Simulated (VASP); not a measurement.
# ZrNbSe3 (P-6m2) in VASP: relaxation of cell and atoms with PBE

Aim: the relaxation of cell and atoms of ZrNbSe3 with PBE.

Everything below comes from runs of VASP 6.6.1. Logs are shortened: lines on timing, memory, paths and dates and some standing lists are left out, and cuts for length are marked.

## (1) The cell of the first run

Symmetry: P-6m2, No. 187, hexagonal system. The conventional cell has a = 4.138 Å, b = 4.138 Å, c = 8.460 Å, α = 90.00°, β = 90.00°, γ = 120.00°. Within 3.7 Å of Zr (site symmetry -6m2) lie 6 Se at 2.84 Å. Within 3.2 Å of Nb (site symmetry -6m2) lie 5 Se at 2.39 to 2.70 Å. Within 3.7 Å of Se (site symmetry 3m) lie 1 Nb at 2.70 Å and 3 Zr at 2.84 Å and 4 Se at 3.07 to 3.60 Å. Se (site symmetry -6m2) has 3 Nb at 2.39 Å within 3.2 Å.

The cell was generated, and may not be a known phase.

## (2) Relaxation of cell and atoms, PBE

The input, INCAR:

```
SYSTEM = ZrNbSe3
PREC = Accurate
ENCUT = 600
EDIFF = 1E-6
ISMEAR = 0
SIGMA = 0.1
LREAL = .FALSE.
LASPH = .TRUE.
NELM = 60
ALGO = Normal
ISIF = 3
LWAVE = .FALSE.
LCHARG = .FALSE.
GGA = PE
IBRION = 2
NSW = 100
EDIFFG = -0.01
```

The input, KPOINTS:

```
Automatic mesh
0
G
  12 12 6
  0 0 0
```

The input, POSCAR:

```
ZrNbSe3
1.0
    4.1377434857      0.0000000000      0.0000000000
   -2.0688717428      3.5833909729      0.0000000000
    0.0000000000      0.0000000000      8.4596767491
Zr Nb Se
1 1 3
Direct
    0.3333333333      0.6666666667      0.0000000000
    0.6666666667      0.3333333333      0.5000000000
    0.6666666667      0.3333333333      0.1813122013
    0.6666666667      0.3333333333      0.8186877987
    0.0000000000      0.0000000000      0.5000000000
```

Potentials or basis: VASP PAW PBE potentials, release 64 (Zr_sv, Nb_sv, Se).

Launch:

```bash
> cat potpaw_PBE.64/Zr_sv/POTCAR potpaw_PBE.64/Nb_sv/POTCAR potpaw_PBE.64/Se/POTCAR > POTCAR
> mpirun -np 1 vasp_std > vasp.out
```

OUTCAR:

```text
SYSTEM = ZrNbSe3
   PREC = Accurate
   ENCUT = 600
   EDIFF = 1E-6
   ISMEAR = 0
   LREAL = .FALSE.
   LASPH = .TRUE.
   NELM = 60
   ISIF = 3
   GGA = PE
   IBRION = 2
   NSW = 100
   EDIFFG = -0.01

 ion  position               nearest neighbor table
   1  0.333  0.667  0.000-   3 2.84   4 2.84   3 2.84   4 2.84   3 2.84   4 2.84
   2  0.667  0.333  0.500-   5 2.39   5 2.39   5 2.39   3 2.70   4 2.70
   3  0.667  0.333  0.181-   2 2.70   1 2.84   1 2.84   1 2.84
   4  0.667  0.333  0.819-   2 2.70   1 2.84   1 2.84   1 2.84
   5  0.000  0.000  0.500-   2 2.39   2 2.39   2 2.39

  LATTYP: Found a hexagonal cell.
 ALAT       =     4.1377434857
 C/A-ratio  =     2.0445145472

  Lattice vectors:

 A1 = (   4.1377434857,   0.0000000000,   0.0000000000)
 A2 = (  -2.0688717428,   3.5833909729,   0.0000000000)
 A3 = (   0.0000000000,   0.0000000000,   8.4596767491)

Analysis of symmetry for initial positions (statically):
=====================================================================
 Subroutine PRICEL returns:
 Original cell was already a primitive cell.

 Routine SETGRP: Setting up the symmetry group for a
 hexagonal supercell.

 Subroutine GETGRP returns: Found 12 space group operations
 (whereof 12 operations were pure point group operations)
 out of a pool of 24 trial point group operations.

The static configuration has the point symmetry D_3h.

Analysis of symmetry for dynamics (positions and initial velocities):
=====================================================================
 Subroutine PRICEL returns:
 Original cell was already a primitive cell.

 Routine SETGRP: Setting up the symmetry group for a
 hexagonal supercell.

 Subroutine GETGRP returns: Found 12 space group operations
 (whereof 12 operations were pure point group operations)
 out of a pool of 24 trial point group operations.

The dynamic configuration has the point symmetry D_3h.

 Subroutine INISYM returns: Found 12 space group operations
 (whereof 12 operations are pure point group operations),
 and found     1 'primitive' translations

----------------------------------------------------------------------------------------

                                     Primitive cell
[... 96 lines left out ...]
   NELM   =     60;   NELMIN=  2; NELMDL= -5     # of ELM steps
   EDIFF  = 0.1E-05   stopping-criterion for ELM
   LREAL  =      F    real-space projection
   EDIFFG = -.1E-01   stopping-criterion for IOM
   NSW    =    100    number of steps for IOM
   IBRION =      2    ionic relax: 0-MD 1-quasi-New 2-CG
   NFREE  =      1    steps in history (QN), initial steepest desc. (CG)
   ISIF   =      3    stress and relaxation
   ISYM   =      2    0-nonsym 1-usesym 2-fastsym
   POTIM  = 0.5000    time-step for ionic-motion
   TEBEG  =    0.0;   TEEND  =   0.0 temperature during run
   PSTRESS=    0.0 pullay stress
   NELECT =      43.0000    total number of electrons
   NUPDOWN=      -1.0000    fix difference up-down
   EMIN   =  10.00;   EMAX   =-10.00  energy-range for DOS
   EFERMI =   0.00;   METHOD = LEGACY
   ISMEAR =     0;   SIGMA  =   0.10  broadening in eV -4-tet -1-fermi 0-gaus
   EFERMI_NEDOS =   21; number of points for ismear=-14 and -15
   IALGO  =     38    algorithm
   IMIX   =      4    mixing-type and parameters
     AMIX     =   0.40;   BMIX     =  1.00
     AMIX_MAG =   1.60;   BMIX_MAG =  1.00
  volume/ion in A,a.u.               =      25.09       169.29
  Fermi-wavevector in a.u.,A,eV,Ry     =   1.145760  2.165173 17.861278  1.312767
  Thomas-Fermi vector in A             =   2.282448
   LORBIT       =      0    0 simple, 1 ext, 2 COOP (PROOUT), +10 PAW based schemes
   GGA     = PE    functional components
   LHFCALC =     F    Hartree Fock is set to
   AEXX    =    0.0000 exact exchange contribution
   IVDW    =     0    specifies the selected vdW correction
   LEPSILON=     F    determine dielectric tensor
   LRPA    =     F    only Hartree local field effects (RPA)
 conjugate gradient relaxation of ions
 non-spin polarized calculation
 Gauss-broadening in eV      SIGMA  =   0.10
  energy-cutoff  :      600.00
  volume of cell :      125.43
 maximum number of plane-waves:      4214
 NGX is ok and might be reduce to    36
   NGX = 17   NGY = 17   NGZ = 33

--------------------------------------- Ionic step        1  -------------------------------------------

 number of electron      43.0000001 magnetization

 Free energy of the ion-electron system (eV)
  ---------------------------------------------------
  ext. energy  EPLUGINS =         0.00000000
  ---------------------------------------------------
  free energy    TOTEN  =       -32.64690798 eV

  energy without entropy =      -32.59917933  energy(sigma->0) =      -32.62304366

------------------------ aborting loop because EDIFF is reached ----------------------------------------

  FORCE on cell =-STRESS in cart. coord.  units (eV):
  Direction    XX          YY          ZZ          XY          YZ          ZX
  --------------------------------------------------------------------------------------
  -------------------------------------------------------------------------------------
  Total        0.1729675      0.1729675      0.0294197      0.0000000     -0.0000000      0.0000000
  in kB        2.2093449      2.2093449      0.3757834      0.0000000     -0.0000000      0.0000000
  external PRESSURE =       1.5981577 kB  Pullay stress =       0.0000000 kB
[... 65 lines left out ...]
--------------------------------------- Ionic step        3  -------------------------------------------

 number of electron      43.0000001 magnetization

 Free energy of the ion-electron system (eV)
  ---------------------------------------------------
  ext. energy  EPLUGINS =         0.00000000
  ---------------------------------------------------
  free energy    TOTEN  =       -32.64705880 eV

  energy without entropy =      -32.59921101  energy(sigma->0) =      -32.62313491

 E-fermi :   5.6523     XC(G=0):  -9.7041

 val. band max:        5.6521846638   @ k =   0.0000   0.0000   0.3333
 cond. band min:       5.6524790501   @ k =   0.0833   0.0000   0.5000
 fundamental gap:      0.0002943863
 Fermi energy:         5.6523471505

 k-point     1 :       0.0000    0.0000    0.0000
  band No.  band energies     occupation
      1     -49.7302      2.00000
      2     -44.4185      2.00000
      3     -25.9239      2.00000
      4     -25.9239      2.00000
      5     -25.7909      2.00000
      6     -22.4207      2.00000
[... 661 lines left out ...]
     24       6.8807      0.00000
     25       7.2329      0.00000

 [... further k-points ...]
[... 5 lines left out ...]
  --------------------------------------------------------------------------------------
  -------------------------------------------------------------------------------------
  Total        0.0076633      0.0076633     -0.0352456      0.0000000      0.0000000      0.0000000
  in kB        0.0977007      0.0977007     -0.4493554      0.0000000      0.0000000      0.0000000
  external PRESSURE =      -0.0846513 kB  Pullay stress =       0.0000000 kB
[... 20 lines left out ...]
  FREE ENERGIE OF THE ION-ELECTRON SYSTEM (eV)
  ---------------------------------------------------
  free  energy   TOTEN  =       -32.6470587986 eV

  energy  without entropy=      -32.5992110126  energy(sigma->0) =      -32.62313491

 reached required accuracy - stopping structural energy minimisation
```

OSZICAR:

```text
N       E                     dE             d eps       ncg     rms          rms(c)
DAV:   1     0.427903441763E+03    0.42790E+03   -0.22943E+04  3800   0.175E+03
DAV:   2     0.823197372218E+01   -0.41967E+03   -0.41505E+03  4686   0.506E+02
DAV:   3    -0.318004619349E+02   -0.40032E+02   -0.39643E+02  6207   0.126E+02
[... 30 lines left out ...]
DAV:   4    -0.326470299347E+02    0.19132E-03   -0.77926E-04  5944   0.175E-01    0.324E-02
DAV:   5    -0.326470422145E+02   -0.12280E-04   -0.12906E-04  6655   0.427E-02    0.201E-02
DAV:   6    -0.326470509389E+02   -0.87244E-05   -0.89717E-06  6963   0.135E-02    0.110E-02
DAV:   7    -0.326470585006E+02   -0.75616E-05   -0.12662E-05  6959   0.193E-02    0.219E-03
DAV:   8    -0.326470587986E+02   -0.29801E-06   -0.63329E-07  3064   0.522E-03
   3 F= -.32647059E+02 E0= -.32623135E+02  d E =-.150819E-03
```

Wall time 16 min (1 thread of Intel Xeon Platinum 8259CL at 2.50GHz (Skylake/Cascade Lake), shared host); peak memory 0.53 GiB.

Results:

```
Free energy                           : -32.6471 eV
Relaxed volume                        : 25.13 Å³/atom
Relaxed cell                          : a = 4.141 Å, b = 4.141 Å, c = 8.461 Å, α = 90.00°, β = 90.00°, γ = 120.00°
Space group after relaxing (to 0.1 Å) : P-6m2 (No. 187)
Energy gained by relaxing             : 0.0 meV/atom
Ionic steps                           : 3
Pressure after relaxing               : 0.0 GPa
Largest force after relaxing          : 0.008 eV/Å
Band gap on the k mesh                : zero (an odd number of electrons rules out a gap without spin polarisation)
```

Forces on the atoms (eV/Å):
```
Zr   0.000  0.000  0.000
Nb   0.000  0.000  0.000
Se   0.000  0.000 -0.008
Se   0.000  0.000  0.008
Se   0.000  0.000  0.000
```

The path:
```
step  energy change (eV)  largest force (eV/Å)  pressure (GPa)  volume (Å³)
   1              0.0000                0.0042            0.16       125.43
   2              0.0000                0.0111           -0.16       125.89
   3             -0.0002                0.0077           -0.01       125.67
```

Final structure:
```
Zr Nb Se
1.0
     4.14132    0.00000    0.00000
    -2.07066    3.58649    0.00000
     0.00000    0.00000    8.46092
Zr Nb Se
1 1 3
Direct
  0.33333 0.66667 0.00000
  0.66667 0.33333 0.50000
  0.66667 0.33333 0.18130
  0.66667 0.33333 0.81870
  0.00000 0.00000 0.50000
```
